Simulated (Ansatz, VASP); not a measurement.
## AlGa3N4 in VASP and in Ansatz

Contents of INCAR:

```
SYSTEM = AlGa3N4
  PREC = Accurate
  ENCUT = 520
  EDIFF = 1E-6
  ISMEAR = 0
  SIGMA = 0.05
  LREAL = .FALSE.
  LASPH = .TRUE.
  NELM = 80
  ALGO = Normal
  ISIF = 2
  LWAVE = .FALSE.
  LCHARG = .FALSE.
  GGA = PS
  NBANDS = 41
```

The input KPOINTS:

```
Automatic mesh
0
G
  6 6 6
  0 0 0
```

File POSCAR:

```
AlGa3N4
1.0
    4.3559372424      0.0000000000      0.0000000000
    0.0000000000      4.3559372424      0.0000000000
    0.0000000000      0.0000000000      4.6910093379
Al Ga N
1 3 4
Direct
    0.0000000000      0.0000000000      0.0000000000
    0.5000000000      0.5000000000      0.0000000000
    0.5000000000      0.0000000000      0.5000000000
    0.0000000000      0.5000000000      0.5000000000
    0.7550309200      0.7550309200      0.2449690800
    0.7550309200      0.2449690800      0.7550309200
    0.2449690800      0.7550309200      0.7550309200
    0.2449690800      0.2449690800      0.2449690800
```

Input for Ansatz:

```yaml
crystal:
  lattice:
    - [4.3559372424, 0.0, 0.0]
    - [0.0, 4.3559372424, 0.0]
    - [0.0, 0.0, 4.6910093379]
  atoms:
    - { symbol: Al, position: [0.0, 0.0, 0.0] }
    - { symbol: Ga, position: [0.5, 0.5, 0.0] }
    - { symbol: Ga, position: [0.5, 0.0, 0.5] }
    - { symbol: Ga, position: [0.0, 0.5, 0.5] }
    - { symbol: "N", position: [0.75503092, 0.75503092, 0.24496908] }
    - { symbol: "N", position: [0.75503092, 0.24496908, 0.75503092] }
    - { symbol: "N", position: [0.24496908, 0.75503092, 0.75503092] }
    - { symbol: "N", position: [0.24496908, 0.24496908, 0.24496908] }
basis:
  ecutwfc: 420
kpoints:
  mp_grid: { grid: [6, 6, 6] }
hamiltonian:
  xc: pbesol
scf:
  occupations: { method: gaussian, width: 0.05 }
output:
  forces: true
  stress: true
  eigenvalues: true
```

Change from the starting cell: strain -0.025 along x and y, +0.050 along z, atoms carried along.

Alike in both runs: task single point; functional PBEsol; k mesh 6 × 6 × 6; occupations gaussian, width 0.05 eV; no spin polarisation.

```csv
,VASP,Ansatz
version,VASP 6.6.1,Ansatz 0.2.0
potentials or method,"VASP PAW PBE potentials, release 64 (Al, Ga_d, N), cutoff 520 eV","scalar-relativistic, plane waves, PAW"
valence electrons in the cell,62,62
```

Ansatz gave:

* gap on the k mesh at the Fermi level (eV): 2.15
* least direct gap on the mesh (eV): 2.15
* pressure (GPa): 0.0
* traceless stress, the component that is largest in VASP (GPa): -7.42
* rms of the force components (eV/Å): 0.029

Question: Estimate VASP's values.

Answer: gap on the k mesh at the Fermi level (eV): 2.17; least direct gap on the mesh (eV): 2.17; pressure (GPa): -0.2; traceless stress, the component that is largest in VASP (GPa): -7.46; rms of the force components (eV/Å): 0.029.

VASP's potentials were made for PBE, not for PBEsol. Atom by atom the forces differ by 0.004 eV/Å (rms over components).
